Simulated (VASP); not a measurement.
# ZnS (F-43m) in VASP: notebook

ZnS is run at these levels: PBEsol; tasks: vibrations by perturbation theory.

Program: VASP 6.6.1. These are calculated values, not measurements. Logs are shortened: lines on timing, memory, paths and dates and some standing lists are left out, and cuts for length are marked.

## Step 1: The cell of the first run

Symmetry: F-43m, No. 216, cubic system. The conventional cell has a = 5.356 Å, b = 5.356 Å, c = 5.356 Å, α = 90.00°, β = 90.00°, γ = 90.00°. Zn (site symmetry -43m) has 4 S at 2.32 Å within 3.1 Å. S (site symmetry -43m) has 4 Zn at 2.32 Å within 3.1 Å.

## Step 2: Vibrations by perturbation theory, PBEsol

INCAR

```
SYSTEM = ZnS
PREC = Accurate ; ENCUT = 520
EDIFF = 1E-8 ; ISMEAR = 0
SIGMA = 0.01 ; LREAL = .False.
LASPH = .True. ; NELM = 100
ALGO = Normal ; ISIF = 2
LWAVE = .False. ; LCHARG = .False.
GGA = PS ; IBRION = 8
NSW = 1
```

KPOINTS

```
regular mesh
0
Gamma
  8 8 8
  0 0 0
```

POSCAR

```
ZnS
1.0
    0.0000000000      2.6777696458      2.6777696458
    2.6777696458      0.0000000000      2.6777696458
    2.6777696458      2.6777696458      0.0000000000
Zn S
1 1
Direct
    0.7500000000      0.7500000000      0.7500000000
    0.0000000000      0.0000000000      0.0000000000
```

Potentials or basis: VASP PAW PBE potentials, release 64 (Zn, S).

Started as:

```sh
$ cat potpaw_PBE.64/Zn/POTCAR potpaw_PBE.64/S/POTCAR > POTCAR
$ mpirun -np 1 vasp_std > vasp.out
```

OUTCAR:

```text
SYSTEM = ZnS
   PREC = Accurate
   ENCUT = 520
   EDIFF = 1E-8
   ISMEAR = 0
   LREAL = .False.
   LASPH = .True.
   NELM = 100
   ISIF = 2
   GGA = PS
   IBRION = 8
   NSW = 1

 ion  position               nearest neighbor table
   1  0.750  0.750  0.750-   2 2.32   2 2.32   2 2.32   2 2.32
   2  0.000  0.000  0.000-   1 2.32   1 2.32   1 2.32   1 2.32

  LATTYP: Found a face centered cubic cell.
 ALAT       =     5.3555392916

  Lattice vectors:

 A1 = (   0.0000000000,   2.6777696458,   2.6777696458)
 A2 = (   2.6777696458,   0.0000000000,   2.6777696458)
 A3 = (   2.6777696458,   2.6777696458,   0.0000000000)

Analysis of symmetry for initial positions (statically):
=====================================================================
 Subroutine PRICEL returns:
 Original cell was already a primitive cell.

 Routine SETGRP: Setting up the symmetry group for a
 face centered cubic supercell.

 Subroutine GETGRP returns: Found 24 space group operations
 (whereof 24 operations were pure point group operations)
 out of a pool of 48 trial point group operations.

The static configuration has the point symmetry T_d .

Analysis of symmetry for dynamics (positions and initial velocities):
=====================================================================
 Subroutine PRICEL returns:
 Original cell was already a primitive cell.

 Routine SETGRP: Setting up the symmetry group for a
 face centered cubic supercell.

 Subroutine GETGRP returns: Found 24 space group operations
 (whereof 24 operations were pure point group operations)
 out of a pool of 48 trial point group operations.

The dynamic configuration has the point symmetry T_d .

 Subroutine INISYM returns: Found 24 space group operations
 (whereof 24 operations are pure point group operations),
 and found     1 'primitive' translations

----------------------------------------------------------------------------------------

                                     Primitive cell

  volume of cell :      38.4016

  direct lattice vectors                    reciprocal lattice vectors
     0.000000000  2.677769646  2.677769646    -0.186722559  0.186722559  0.186722559
     2.677769646  0.000000000  2.677769646     0.186722559 -0.186722559  0.186722559
     2.677769646  2.677769646  0.000000000     0.186722559  0.186722559 -0.186722559

  length of vectors
     3.786938150  3.786938150  3.786938150     0.323412959  0.323412959  0.323412959

  position of ions in fractional coordinates (direct lattice)
     0.750000000  0.750000000  0.750000000
     0.000000000  0.000000000  0.000000000

  ion indices of the primitive-cell ions
   primitive index   ion index
                 1           1
                 2           2

----------------------------------------------------------------------------------------

 KPOINTS: regular mesh

Automatic generation of k-mesh.
 Grid dimensions read from file:
 generate k-points for:    8    8    8

 Generating k-lattice:

  Cartesian coordinates                     Fractional coordinates (reciprocal lattice)
    -0.023340320  0.023340320  0.023340320     0.125000000  0.000000000  0.000000000
     0.023340320 -0.023340320  0.023340320     0.000000000  0.125000000  0.000000000
     0.023340320  0.023340320 -0.023340320     0.000000000  0.000000000  0.125000000

  Length of vectors
     0.040426620  0.040426620  0.040426620

  Shift w.r.t. Gamma in fractional coordinates (k-lattice)
     0.000000000  0.000000000  0.000000000

[... 83 lines left out ...]
  energy-cutoff  :      520.00
  volume of cell :       38.40
 maximum number of plane-waves:      1056
   NGX = 15   NGY = 15   NGZ = 15

--------------------------------------- Ionic step        1  -------------------------------------------

 number of electron      18.0000016 magnetization

 Free energy of the ion-electron system (eV)
  ---------------------------------------------------
  ext. energy  EPLUGINS =         0.00000000
  ---------------------------------------------------
  free energy    TOTEN  =        -7.58857415 eV

  energy without entropy =       -7.58857415  energy(sigma->0) =       -7.58857415

 E-fermi :   2.3842     XC(G=0):  -9.9770

 val. band max:        2.2696243564   @ k =   0.0000   0.0000   0.0000
 cond. band min:       4.3648525148   @ k =   0.0000   0.0000   0.0000
 fundamental gap:      2.0952281584
 Fermi energy:         2.3841755147

 k-point     1 :       0.0000    0.0000    0.0000
  band No.  band energies     occupation
      1     -11.0789      2.00000
      2      -4.2152      2.00000
      3      -4.2152      2.00000
      4      -4.2152      2.00000
      5      -3.6835      2.00000
      6      -3.6835      2.00000
      7       2.2696      2.00000
      8       2.2696      2.00000
      9       2.2696      2.00000
     10       4.3649      0.00000
     11       8.5575      0.00000
     12       8.5575      0.00000
     13       8.5575      0.00000
[... 354 lines left out ...]
  band No.  band energies     occupation
      1      -9.9181      2.00000
      2      -4.0866      2.00000
      3      -4.0217      2.00000
      4      -3.7509      2.00000
      5      -3.6713      2.00000
      6      -3.3989      2.00000
      7      -2.8269      2.00000
      8      -0.2057      2.00000
      9       0.7190      2.00000
     10       7.1297      0.00000
     11       8.0670      0.00000
     12      10.0846      0.00000
     13      11.2687      0.00000

 [... further k-points ...]

------------------------ aborting loop because EDIFF is reached ----------------------------------------

  FORCE on cell =-STRESS in cart. coord.  units (eV):
  Direction    XX          YY          ZZ          XY          YZ          ZX
  --------------------------------------------------------------------------------------
  -------------------------------------------------------------------------------------
  Total        0.0579779      0.0579779      0.0579779      0.0000000     -0.0000000      0.0000000
  in kB        2.4189320      2.4189320      2.4189320      0.0000000     -0.0000000      0.0000000
  external PRESSURE =       2.4189320 kB  Pullay stress =       0.0000000 kB

 VOLUME and BASIS-vectors are now :
 -----------------------------------------------------------------------------
  energy-cutoff  :      520.00
  volume of cell :       38.40
      direct lattice vectors                 reciprocal lattice vectors
     0.000000000  2.677769646  2.677769646    -0.186722559  0.186722559  0.186722559
     2.677769646  0.000000000  2.677769646     0.186722559 -0.186722559  0.186722559
     2.677769646  2.677769646  0.000000000     0.186722559  0.186722559 -0.186722559

 POSITION                                       TOTAL-FORCE (eV/Angst)
 -----------------------------------------------------------------------------------
      4.01665      4.01665      4.01665        -0.000000     -0.000000     -0.000000
      0.00000      0.00000      0.00000         0.000000      0.000000      0.000000
 -----------------------------------------------------------------------------------
    total drift:                                0.000002      0.000002      0.000002

  FREE ENERGIE OF THE ION-ELECTRON SYSTEM (eV)
  ---------------------------------------------------
  free  energy   TOTEN  =        -7.5885741546 eV

  energy  without entropy=       -7.5885741546  energy(sigma->0) =       -7.58857415

[... ionic steps 2 to 3 ...]

--------------------------------------- Ionic step        4  -------------------------------------------

------------------------ aborting loop because EDIFF is reached ----------------------------------------

[... ionic steps 5 to 6 ...]

--------------------------------------- Ionic step        7  -------------------------------------------

 Free energy of the ion-electron system (eV)
  ---------------------------------------------------
  ---------------------------------------------------
  free energy    TOTEN  =        -0.10482622 eV

  energy without entropy =       -0.10482622

------------------------ aborting loop because EDIFF is reached ----------------------------------------

 INTERNAL STRAIN TENSOR  FOR ION    2  DIRECTION 1   (eV/Angst):
 -----------------------------------------------------------------------------
     0.00886  0.00000  0.00000
     0.00000  0.00332 -5.98989
     0.00000 -5.98989  0.00332

 INTERNAL STRAIN TENSOR FOR ION    2 for displacements in x,y,z  (eV/Angst):
          X           Y           Z          XY          YZ          ZX
  --------------------------------------------------------------------------------
  x     0.00000     0.00000     0.00000     0.00000    -5.98989     0.00000
  y     0.00000    -0.00000     0.00000     0.00000     0.00000    -5.98989
  z     0.00000     0.00000     0.00000    -5.98989     0.00000     0.00000

 SECOND DERIVATIVES (NOT SYMMETRIZED)
 ------------------------------------
               1X          1Y          1Z          2X          2Y          2Z
  1X    -6.223535    0.000000    0.000000    6.223535    0.000000    0.000000
  1Y     0.000000   -6.223535    0.000000    0.000000    6.223535    0.000000
  1Z     0.000000    0.000000   -6.223535    0.000000    0.000000    6.223535
  2X     6.190646    0.000000    0.000000   -6.190646    0.000000    0.000000
  2Y     0.000000    6.190646    0.000000    0.000000   -6.190646    0.000000
  2Z     0.000000    0.000000    6.190646    0.000000    0.000000   -6.190646

 Eigenvectors and eigenvalues of the dynamical matrix
 ----------------------------------------------------

   1 f  =    8.393141 THz    52.735661 2PiTHz  279.965054 cm-1    34.711227 meV
             X         Y         Z           dx          dy          dz
      4.016654  4.016654  4.016654     0.000000    0.574632    0.000000
      0.000000  0.000000  0.000000     0.000000   -0.818412    0.000000
[... 21 lines left out ...]
   6 f/i=    0.010457 THz     0.065705 2PiTHz    0.348817 cm-1     0.043248 meV
             X         Y         Z           dx          dy          dz
      4.016654  4.016654  4.016654     0.000000    0.000000    0.818412
      0.000000  0.000000  0.000000     0.000000    0.000000    0.574632

--------------------------------------------------------------------------------------------------------

 ELASTIC MODULI CONTR FROM IONIC RELAXATION (kBar)
 Direction    XX          YY          ZZ          XY          YZ          ZX
 --------------------------------------------------------------------------------
 XX          -0.0000      0.0000      0.0000     -0.0000      0.0000      0.0000
 YY           0.0000     -0.0000      0.0000     -0.0000     -0.0000     -0.0000
 ZZ           0.0000      0.0000     -0.0000      0.0000     -0.0000      0.0000
 XY          -0.0000     -0.0000      0.0000   -240.7968      0.0000      0.0000
 YZ           0.0000     -0.0000     -0.0000      0.0000   -240.7968      0.0000
 ZX           0.0000     -0.0000      0.0000      0.0000      0.0000   -240.7968
 --------------------------------------------------------------------------------
```

Wall time 3 min (1 thread of Intel Xeon 8259CL, shared host); peak memory 0.26 GiB.

What came out:

```yaml
Highest_phonon_frequency_at_Γ_LO-TO_splitting_left_out: 280 cm⁻¹
```

Phonon frequencies in cm⁻¹ (negative: imaginary):
| q point | frequencies |
| --- | --- |
| (0.000, 0.000, 0.000) | 0 0 0 280 280 280 |

Caveat: the PAW data sets were made with another functional, which shifts forces and pressure a little.

## Step 3: Vibrations by perturbation theory, PBEsol (19.78 Å³/atom)

This run uses another cell than the first one, of 19.78 Å³/atom.

INCAR

```
SYSTEM = ZnS
  PREC = Accurate
  ENCUT = 520
  EDIFF = 1E-8
  ISMEAR = 0
  SIGMA = 0.01
  LREAL = .False.
  LASPH = .True.
  NELM = 80
  ALGO = Normal
  ISIF = 2
  LWAVE = .False.
  LCHARG = .True.
  GGA = PS
  IBRION = 8
  NSW = 1
```

KPOINTS is that of step 2.

POSCAR

```
ZnS
1.0
    0.0000000000      2.7042839408      2.7042839408
    2.7042839408      0.0000000000      2.7042839408
    2.7042839408      2.7042839408      0.0000000000
Zn S
1 1
Direct
    0.7500000000      0.7500000000      0.7500000000
    0.0000000000      0.0000000000      0.0000000000
```

Potentials or basis: VASP PAW PBE potentials, release 64 (Zn, S).

Started as:

```sh
$ cat potpaw_PBE.64/Zn/POTCAR potpaw_PBE.64/S/POTCAR > POTCAR
$ mpirun -np 1 vasp_std > vasp.out
```

OUTCAR:

```text
SYSTEM = ZnS
   PREC = Accurate
   ENCUT = 520
   EDIFF = 1E-8
   ISMEAR = 0
   LREAL = .False.
   LASPH = .True.
   NELM = 80
   ISIF = 2
   GGA = PS
   IBRION = 8
   NSW = 1

 ion  position               nearest neighbor table
   1  0.750  0.750  0.750-   2 2.34   2 2.34   2 2.34   2 2.34
   2  0.000  0.000  0.000-   1 2.34   1 2.34   1 2.34   1 2.34

  LATTYP: Found a face centered cubic cell.
 ALAT       =     5.4085678816
[... 641 lines left out ...]
 ------------------------------------
               1X          1Y          1Z          2X          2Y          2Z
  1X    -5.555006    0.000000    0.000000    5.555006    0.000000    0.000000
  1Y     0.000000   -5.555006    0.000000    0.000000    5.555006    0.000000
  1Z     0.000000    0.000000   -5.555006    0.000000    0.000000    5.555006
  2X     5.561662    0.000000    0.000000   -5.561662    0.000000    0.000000
  2Y     0.000000    5.561662    0.000000    0.000000   -5.561662    0.000000
  2Z     0.000000    0.000000    5.561662    0.000000    0.000000   -5.561662

 Eigenvectors and eigenvalues of the dynamical matrix
 ----------------------------------------------------

   1 f  =    7.946827 THz    49.931384 2PiTHz  265.077599 cm-1    32.865419 meV
             X         Y         Z           dx          dy          dz
      4.056426  4.056426  4.056426     0.000000    0.573381    0.000000
      0.000000  0.000000  0.000000     0.000000   -0.819289    0.000000
[... 21 lines left out ...]
   6 f/i=    0.002235 THz     0.014043 2PiTHz    0.074552 cm-1     0.009243 meV
             X         Y         Z           dx          dy          dz
      4.056426  4.056426  4.056426     0.000000    0.000000    0.819289
      0.000000  0.000000  0.000000     0.000000    0.000000    0.573381

--------------------------------------------------------------------------------------------------------

 ELASTIC MODULI CONTR FROM IONIC RELAXATION (kBar)
 Direction    XX          YY          ZZ          XY          YZ          ZX
 --------------------------------------------------------------------------------
 XX           0.0000      0.0000      0.0000      0.0000      0.0000      0.0000
 YY           0.0000      0.0000      0.0000      0.0000      0.0000      0.0000
 ZZ           0.0000      0.0000      0.0000      0.0000      0.0000      0.0000
 XY           0.0000      0.0000      0.0000   -174.7146     -0.0000     -0.0000
 YZ           0.0000      0.0000      0.0000     -0.0000   -174.7146     -0.0000
 ZX           0.0000      0.0000      0.0000     -0.0000     -0.0000   -174.7146
 --------------------------------------------------------------------------------
```

OSZICAR:

```text
N       E                     dE             d eps       ncg     rms          rms(c)
DAV:   1     0.814975597859E+02    0.81498E+02   -0.88651E+03   754   0.161E+03
DAV:   2    -0.198394879031E+01   -0.83482E+02   -0.79081E+02   794   0.279E+02
[... 44 lines left out ...]
RMM:   8    -0.104887369238E+00    0.10571E-05   -0.34124E-08  4468   0.492E-04    0.609E-05
RMM:   9    -0.104886527483E+00    0.84175E-06   -0.29306E-08  4196   0.178E-04    0.694E-05
RMM:  10    -0.104886895471E+00   -0.36799E-06   -0.60325E-09  4204   0.752E-05    0.873E-06
RMM:  11    -0.104886989229E+00   -0.93758E-07   -0.69168E-09  4498   0.306E-05    0.110E-05
RMM:  12    -0.104886967707E+00    0.21522E-07    0.13407E-08  4132   0.103E-05    0.798E-07
RMM:  13    -0.104886969961E+00   -0.22542E-08   -0.15780E-09  2919   0.400E-06    0.503E-07
 Linear response finished
```

It took 3.6 min on 1 thread of Intel Xeon 8259CL, shared host; peak memory 0.26 GiB.

What came out:

```
Highest phonon frequency at Γ, LO-TO splitting left out : 265 cm⁻¹
```

Phonon frequencies in cm⁻¹ (negative: imaginary):
| q point | frequencies |
| --- | --- |
| (0.000, 0.000, 0.000) | 0 0 0 265 265 265 |

Caveat: the cell stands under pressure or tension, which shifts response properties; the PAW data sets were made with another functional, which shifts forces and pressure a little.
